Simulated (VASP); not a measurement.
# Mo4N (Pm-3m) in VASP: a series of runs

Runs on Mo4N. Level: PBE. Tasks: single point, relaxation of cell and atoms.

Program: VASP 6.6.1. These are calculated values, not measurements. Logs are shortened: lines on timing, memory, paths and dates and some standing lists are left out, and cuts for length are marked.

## Step 1: The cell of the first run

The structure is cubic, space group Pm-3m (No. 221). Conventional cell: a = 4.651 Å, b = 4.651 Å, c = 4.651 Å, α = 90.00°, β = 90.00°, γ = 90.00°. Within 3.1 Å of Mo (site symmetry m-3m) lie 6 Mo at 2.33 Å. Mo (site symmetry 4/mmm) has 2 Mo at 2.33 Å within 3.1 Å. N (site symmetry m-3m) has 20 Mo at 3.29 to 4.03 Å within 4.3 Å.

The cell was built from a structure type or drawn by symmetry, and may not be a known phase.

## Step 2: Single point, PBE

Contents of INCAR:

```
SYSTEM = Mo4N
ALGO = Normal ; EDIFF = 1E-7
ENCUT = 520 ; GGA = PE
ISIF = 2 ; ISMEAR = 0
LASPH = .TRUE. ; LCHARG = .FALSE.
LREAL = .FALSE. ; LWAVE = .FALSE.
NBANDS = 38 ; NELM = 80
PREC = Accurate ; SIGMA = 0.1
```

Contents of KPOINTS:

```
k-points
0
G
  8 8 8
  0 0 0
```

Contents of POSCAR:

```
Mo4N
1.0
    4.6506550539      0.0000000000      0.0000000000
    0.0000000000      4.6506550539      0.0000000000
    0.0000000000      0.0000000000      4.6506550539
Mo N
4 1
Direct
    0.5000000000      0.5000000000      0.5000000000
    0.0000000000      0.5000000000      0.5000000000
    0.5000000000      0.0000000000      0.5000000000
    0.5000000000      0.5000000000      0.0000000000
    0.0000000000      0.0000000000      0.0000000000
```

Potentials or basis: VASP PAW PBE potentials, release 64 (Mo_sv, N).

Launch:

```
$ cat potpaw_PBE.64/Mo_sv/POTCAR potpaw_PBE.64/N/POTCAR > POTCAR
$ mpirun -np 1 vasp_std > vasp.out
```

OUTCAR:

```text
SYSTEM = Mo4N
   EDIFF = 1E-7
   ENCUT = 520
   GGA = PE
   ISIF = 2
   ISMEAR = 0
   LASPH = .TRUE.
   LREAL = .FALSE.
   NELM = 80
   PREC = Accurate

 ion  position               nearest neighbor table
   1  0.500  0.500  0.500-   2 2.33   3 2.33   4 2.33   4 2.33   3 2.33   2 2.33
   2  0.000  0.500  0.500-   1 2.33   1 2.33   4 3.29   4 3.29   3 3.29   3 3.29   3 3.29   4 3.29
                             4 3.29   3 3.29
   3  0.500  0.000  0.500-   1 2.33   1 2.33   4 3.29   4 3.29   2 3.29   2 3.29   4 3.29   4 3.29
                             2 3.29   2 3.29
   4  0.500  0.500  0.000-   1 2.33   1 2.33   3 3.29   2 3.29   2 3.29   3 3.29   3 3.29   3 3.29
                             2 3.29   2 3.29
   5  0.000  0.000  0.000-

  LATTYP: Found a simple cubic cell.
 ALAT       =     4.6506550539

  Lattice vectors:

 A1 = (   4.6506550539,   0.0000000000,   0.0000000000)
 A2 = (   0.0000000000,   4.6506550539,   0.0000000000)
 A3 = (   0.0000000000,   0.0000000000,   4.6506550539)

Analysis of symmetry for initial positions (statically):
=====================================================================
 Subroutine PRICEL returns:
 Original cell was already a primitive cell.

 Routine SETGRP: Setting up the symmetry group for a
 simple cubic supercell.

 Subroutine GETGRP returns: Found 48 space group operations
 (whereof 48 operations were pure point group operations)
 out of a pool of 48 trial point group operations.

The static configuration has the point symmetry O_h .

Analysis of symmetry for dynamics (positions and initial velocities):
=====================================================================
 Subroutine PRICEL returns:
 Original cell was already a primitive cell.

 Routine SETGRP: Setting up the symmetry group for a
 simple cubic supercell.

 Subroutine GETGRP returns: Found 48 space group operations
 (whereof 48 operations were pure point group operations)
 out of a pool of 48 trial point group operations.

The dynamic configuration has the point symmetry O_h .

 Subroutine INISYM returns: Found 48 space group operations
 (whereof 48 operations are pure point group operations),
 and found     1 'primitive' translations

----------------------------------------------------------------------------------------

                                     Primitive cell

  volume of cell :     100.5871

  direct lattice vectors                    reciprocal lattice vectors
     4.650655054  0.000000000  0.000000000     0.215023473  0.000000000  0.000000000
     0.000000000  4.650655054  0.000000000     0.000000000  0.215023473  0.000000000
     0.000000000  0.000000000  4.650655054     0.000000000  0.000000000  0.215023473

  length of vectors
     4.650655054  4.650655054  4.650655054     0.215023473  0.215023473  0.215023473

  position of ions in fractional coordinates (direct lattice)
     0.500000000  0.500000000  0.500000000
     0.000000000  0.500000000  0.500000000
     0.500000000  0.000000000  0.500000000
     0.500000000  0.500000000  0.000000000
     0.000000000  0.000000000  0.000000000

  ion indices of the primitive-cell ions
   primitive index   ion index
                 1           1
                 2           2
                 3           3
                 4           4
                 5           5

----------------------------------------------------------------------------------------

 KPOINTS: k-points

Automatic generation of k-mesh.
 Grid dimensions read from file:
 generate k-points for:    8    8    8

 Generating k-lattice:

  Cartesian coordinates                     Fractional coordinates (reciprocal lattice)
     0.026877934  0.000000000  0.000000000     0.125000000  0.000000000  0.000000000
     0.000000000  0.026877934  0.000000000     0.000000000  0.125000000  0.000000000
     0.000000000  0.000000000  0.026877934     0.000000000  0.000000000  0.125000000

  Length of vectors
     0.026877934  0.026877934  0.026877934

  Shift w.r.t. Gamma in fractional coordinates (k-lattice)
     0.000000000  0.000000000  0.000000000

 Subroutine IBZKPT returns following result:
 ===========================================

 Found     35 irreducible k-points:

 Following reciprocal coordinates:
            Coordinates               Weight
  0.000000  0.000000  0.000000      1.000000
  0.125000  0.000000  0.000000      6.000000
  0.250000  0.000000  0.000000      6.000000
  0.375000  0.000000  0.000000      6.000000
  0.500000  0.000000  0.000000      3.000000
  0.125000  0.125000  0.000000     12.000000
[... 16 lines left out ...]
  0.375000  0.375000  0.125000     24.000000
  0.500000  0.375000  0.125000     24.000000
 [... further k-points ...]
   k-points           NKPTS =     35   k-points in BZ     NKDIM =     35   number of bands    NBANDS=     38
   number of dos      NEDOS =    301   number of ions     NIONS =      5
   total plane-waves  NPLWV =  46656
   dimension x,y,z NGX =    36 NGY =   36 NGZ =   36
   dimension x,y,z NGXF=    72 NGYF=   72 NGZF=   72
   ions per type =               4   1
   NGX,Y,Z   is equivalent  to a cutoff of  12.87, 12.87, 12.87 a.u.
   NGXF,Y,Z  is equivalent  to a cutoff of  25.74, 25.74, 25.74 a.u.
 SYSTEM =  Mo4N
   PREC   = accura    normal or accurate (medium, high low for compatibility)
   ISTART =      0    job   : 0-new  1-cont  2-samecut
   ICHARG =      2    charge: 1-file 2-atom 10-const
   ISPIN  =      1    spin polarized calculation?
   LNONCOLLINEAR =      F non collinear calculations
   LSORBIT =      F    spin-orbit coupling
   LASPH  =      T    aspherical Exc in radial PAW
   ENCUT  =  520.0 eV  38.22 Ry    6.18 a.u.   8.65  8.65  8.65*2*pi/ulx,y,z
   NELM   =     80;   NELMIN=  2; NELMDL= -5     # of ELM steps
   EDIFF  = 0.1E-06   stopping-criterion for ELM
   LREAL  =      F    real-space projection
   EDIFFG = 0.1E-05   stopping-criterion for IOM
   NSW    =      0    number of steps for IOM
   IBRION =     -1    ionic relax: 0-MD 1-quasi-New 2-CG
   NFREE  =      0    steps in history (QN), initial steepest desc. (CG)
   ISIF   =      2    stress and relaxation
   ISYM   =      2    0-nonsym 1-usesym 2-fastsym
   POTIM  = 0.5000    time-step for ionic-motion
   TEBEG  =    0.0;   TEEND  =   0.0 temperature during run
   PSTRESS=    0.0 pullay stress
   NELECT =      61.0000    total number of electrons
   NUPDOWN=      -1.0000    fix difference up-down
   EMIN   =  10.00;   EMAX   =-10.00  energy-range for DOS
   EFERMI =   0.00;   METHOD = LEGACY
   ISMEAR =     0;   SIGMA  =   0.10  broadening in eV -4-tet -1-fermi 0-gaus
   EFERMI_NEDOS =   21; number of points for ismear=-14 and -15
   IALGO  =     38    algorithm
   IMIX   =      4    mixing-type and parameters
     AMIX     =   0.40;   BMIX     =  1.00
     AMIX_MAG =   1.60;   BMIX_MAG =  1.00
  volume/ion in A,a.u.               =      20.12       135.76
  Fermi-wavevector in a.u.,A,eV,Ry     =   1.385705  2.618602 26.125596  1.920177
  Thomas-Fermi vector in A             =   2.510090
   LORBIT       =      0    0 simple, 1 ext, 2 COOP (PROOUT), +10 PAW based schemes
   GGA     = PE    functional components
   LHFCALC =     F    Hartree Fock is set to
   AEXX    =    0.0000 exact exchange contribution
   IVDW    =     0    specifies the selected vdW correction
   LEPSILON=     F    determine dielectric tensor
   LRPA    =     F    only Hartree local field effects (RPA)
 non-spin polarized calculation
 Gauss-broadening in eV      SIGMA  =   0.10
  energy-cutoff  :      520.00
  volume of cell :      100.59
 maximum number of plane-waves:      2800
 NGX is ok and might be reduce to    36
   NGX = 17   NGY = 17   NGZ = 17

 number of electron      60.9999973 magnetization

 Free energy of the ion-electron system (eV)
  ---------------------------------------------------
  ext. energy  EPLUGINS =         0.00000000
  ---------------------------------------------------
  free energy    TOTEN  =       -37.86910100 eV

  energy without entropy =      -37.82563762  energy(sigma->0) =      -37.84736931

 E-fermi :   6.7145     XC(G=0): -10.9914

 val. band max:        6.7114976537   @ k =   0.3750   0.2500   0.1250
 cond. band min:       6.7276201105   @ k =   0.5000   0.2500   0.1250
 fundamental gap:      0.0161224568
 Fermi energy:         6.7144776143

 k-point     1 :       0.0000    0.0000    0.0000
  band No.  band energies     occupation
      1     -54.7962      2.00000
      2     -54.4718      2.00000
      3     -54.4718      2.00000
      4     -53.6065      2.00000
      5     -30.1461      2.00000
      6     -30.1461      2.00000
[... 30 lines left out ...]
     37      10.6610      0.00000
     38      10.6610      0.00000

 k-point     2 :       0.1250    0.0000    0.0000
  band No.  band energies     occupation
      1     -54.7852      2.00000
      2     -54.4735      2.00000
      3     -54.4718      2.00000
      4     -53.6185      2.00000
      5     -30.1432      2.00000
      6     -30.1432      2.00000
[... 30 lines left out ...]
     37       9.9663      0.00000
     38      10.5500      0.00000

 k-point     3 :       0.2500    0.0000    0.0000
  band No.  band energies     occupation
      1     -54.7570      2.00000
      2     -54.4786      2.00000
      3     -54.4717      2.00000
      4     -53.6483      2.00000
      5     -30.1362      2.00000
      6     -30.1362      2.00000
[... 30 lines left out ...]
     37       9.0491      0.00000
     38      10.4445      0.00000

 k-point     4 :       0.3750    0.0000    0.0000
  band No.  band energies     occupation
      1     -54.7259      2.00000
      2     -54.4855      2.00000
      3     -54.4717      2.00000
      4     -53.6792      2.00000
      5     -30.1291      2.00000
      6     -30.1291      2.00000
[... 30 lines left out ...]
     37       8.3124      0.00000
     38       9.8188      0.00000
[... 703 lines left out ...]
      4     -53.7575      2.00000
      5     -30.0036      2.00000
      6     -29.6886      2.00000
[... 30 lines left out ...]
     37       7.8607      0.00000
     38       8.7860      0.00000

 k-point    23 :       0.3750    0.3750    0.1250
  band No.  band energies     occupation
      1     -54.6313      2.00000
      2     -54.4864      2.00000
      3     -54.4832      2.00000
      4     -53.7801      2.00000
      5     -29.9992      2.00000
      6     -29.2216      2.00000
[... 30 lines left out ...]
     37       7.8378      0.00000
     38       8.8910      0.00000

 k-point    24 :       0.5000    0.3750    0.1250
  band No.  band energies     occupation
      1     -54.6138      2.00000
      2     -54.4890      2.00000
      3     -54.4845      2.00000
      4     -53.7965      2.00000
      5     -29.9961      2.00000
      6     -29.2048      2.00000
[... 30 lines left out ...]
     37       7.6853      0.00000
     38       8.2985      0.00000

 [... further k-points ...]

------------------------ aborting loop because EDIFF is reached ----------------------------------------

  FORCE on cell =-STRESS in cart. coord.  units (eV):
  Direction    XX          YY          ZZ          XY          YZ          ZX
  --------------------------------------------------------------------------------------
  -------------------------------------------------------------------------------------
  Total        0.3493034      0.3493034      0.3493034      0.0000000      0.0000000      0.0000000
  in kB        5.5637943      5.5637943      5.5637943      0.0000000      0.0000000      0.0000000
  external PRESSURE =       5.5637943 kB  Pullay stress =       0.0000000 kB

 VOLUME and BASIS-vectors are now :
 -----------------------------------------------------------------------------
  energy-cutoff  :      520.00
  volume of cell :      100.59
      direct lattice vectors                 reciprocal lattice vectors
     4.650655054  0.000000000  0.000000000     0.215023473  0.000000000  0.000000000
     0.000000000  4.650655054  0.000000000     0.000000000  0.215023473  0.000000000
     0.000000000  0.000000000  4.650655054     0.000000000  0.000000000  0.215023473

 POSITION                                       TOTAL-FORCE (eV/Angst)
 -----------------------------------------------------------------------------------
      2.32533      2.32533      2.32533         0.000000      0.000000      0.000000
      0.00000      2.32533      2.32533         0.000000      0.000000      0.000000
      2.32533      0.00000      2.32533         0.000000      0.000000      0.000000
      2.32533      2.32533      0.00000         0.000000      0.000000      0.000000
      0.00000      0.00000      0.00000         0.000000      0.000000      0.000000
 -----------------------------------------------------------------------------------
    total drift:                                0.000000      0.000000      0.000000

  FREE ENERGIE OF THE ION-ELECTRON SYSTEM (eV)
  ---------------------------------------------------
  free  energy   TOTEN  =       -37.8691010010 eV

  energy  without entropy=      -37.8256376163  energy(sigma->0) =      -37.84736931
```

It took 70 s on 1 thread of Intel Xeon 6975P-C (Granite Rapids), shared host; peak memory 0.26 GiB.

What came out:

* Free energy: -37.8691 eV
* Pressure: 0.6 GPa
* Band gap on the k mesh: zero (an odd number of electrons rules out a gap without spin polarisation)

Levels at points of the mesh, in eV from the Fermi level:
```tsv
k point	band 27	band 28	band 29	band 30	band 31	band 32	band 33	band 34	band 35	band 36
(0.00, 0.00, 0.00)	-1.33	-1.33	-1.33	0.24	0.24	0.24	1.60	1.60	1.60	1.68
(0.50, 0.00, 0.00)	-1.18	-1.06	-1.01	-0.86	-0.07	0.07	0.53	0.70	0.99	0.99
(0.50, 0.50, 0.00)	-1.51	-0.68	-0.59	-0.13	-0.01	-0.01	0.51	0.79	0.79	0.85
(0.50, 0.50, 0.50)	-1.19	-0.63	-0.63	-0.63	-0.01	-0.01	0.06	0.06	0.06	0.78
```

(Part 1 of 2 ends here.)
